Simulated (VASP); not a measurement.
Input of a VASP 6.6.1 run:

Contents of INCAR:

```
PREC = Accurate
ENCUT = 600
EDIFF = 1E-6
ISMEAR = 0
SIGMA = 0.1
LREAL = False
LASPH = True
NELM = 60
ALGO = Normal
ISIF = 3
LWAVE = False
LCHARG = False
GGA = PE
IBRION = 2
NSW = 90
EDIFFG = -0.04
```

Contents of KPOINTS:

```
Automatic mesh
0
Gamma
  4 4 6
```

File POSCAR:

```
MgH2
1.0
    4.4372955600      0.0000000000      0.0000000000
    0.0000000000      4.4372955600      0.0000000000
    0.0000000000      0.0000000000      3.0452105400
Mg H
2 4
Direct
    0.5000000000      0.0000000000      0.7272319400
    0.0000000000      0.5000000000      0.2272319400
    0.6552929200      0.1977829700      0.8863840300
    0.8022170300      0.6552929200      0.3863840300
    0.3447070800      0.8022170300      0.8863840300
    0.1977829700      0.3447070800      0.3863840300
```

Potentials or basis: VASP PAW PBE potentials, release 64 (Mg, H).

Command:

```bash
$ cat potpaw_PBE.64/Mg/POTCAR potpaw_PBE.64/H/POTCAR > POTCAR
$ mpirun -np 1 vasp_std > vasp.out
```

**Question.** Estimate the space group after relaxing (to 0.05 Å).

**Answer.** P4_2/mnm (No. 136).

**Question.** Estimate the band gap on the k mesh.

**Answer.** 3.88 eV, indirect (least direct gap 4.70 eV).

**Question.** What does it give for the relaxed cell?

**Answer.** a = 4.516 Å, b = 4.516 Å, c = 3.015 Å, α = 90.00°, β = 90.00°, γ = 90.00°.

**Question.** Predict the relaxed volume.

**Answer.** 10.25 Å³/atom.

Stress tensor (GPa, compression positive):
```
-0.18  0.00  0.00
 0.00 -0.18  0.00
 0.00  0.00 -0.32
```

A k mesh can miss the band edges.
